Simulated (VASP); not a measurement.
Here is a VASP 6.6.1 calculation.

INCAR

```
SYSTEM = SiC
PREC     = Accurate       ! precision mode
ENCUT    = 520            ! plane-wave cutoff, eV
EDIFF    = 1E-6           ! SCF threshold, eV
ISMEAR   = 0              ! smearing method
SIGMA    = 0.05           ! smearing width, eV
LREAL    = .False.        ! projectors in reciprocal space
LASPH    = .True.         ! aspherical terms in the spheres
NELM     = 60             ! most SCF steps
ALGO     = Normal         ! electronic algorithm
ISIF     = 2              ! what is computed and relaxed
LWAVE    = .False.        ! write WAVECAR
LCHARG   = .True.         ! write CHGCAR
GGA      = PE             ! functional
LELF     = .True.         ! ELF
LVHAR    = .True.       
NBANDS   = 36             ! bands
```

File KPOINTS:

```
regular mesh
0
Gamma
  10 10 2
  0 0 0
```

Contents of POSCAR:

```
SiC
1.0
    2.1740000000     -2.1740000000      0.0000000000
    2.1740000000      0.0000000000     -2.1740000000
    8.6960000000      8.6960000000      8.6960000000
Si C
6 6
Direct
    0.6666666667      0.6666666667      0.1666666667
    0.0000000000      0.0000000000      0.0000000000
    0.3333333333      0.3333333333      0.3333333333
    0.6666666667      0.6666666667      0.6666666667
    0.0000000000      0.0000000000      0.5000000000
    0.3333333333      0.3333333333      0.8333333333
    0.6666666667      0.6666666667      0.5416666667
    1.0000000000      1.0000000000      0.3750000000
    0.3333333333      0.3333333333      0.7083333333
    0.6666666667      0.6666666667      0.0416666667
    0.0000000000      0.0000000000      0.8750000000
    0.3333333333      0.3333333333      0.2083333333
```

Potentials or basis: VASP PAW PBE potentials, release 64 (Si, C).

The run is started by

```console
$ cat potpaw_PBE.64/Si/POTCAR potpaw_PBE.64/C/POTCAR > POTCAR
$ mpirun -np 1 vasp_std > vasp.out
```

Question: Estimate the pressure.

Answer: 4.8 GPa.

Question: Estimate the band gap on the k mesh.

Answer: 1.35 eV.

Caveat: the cell stands under pressure. A k mesh can miss the band edges.
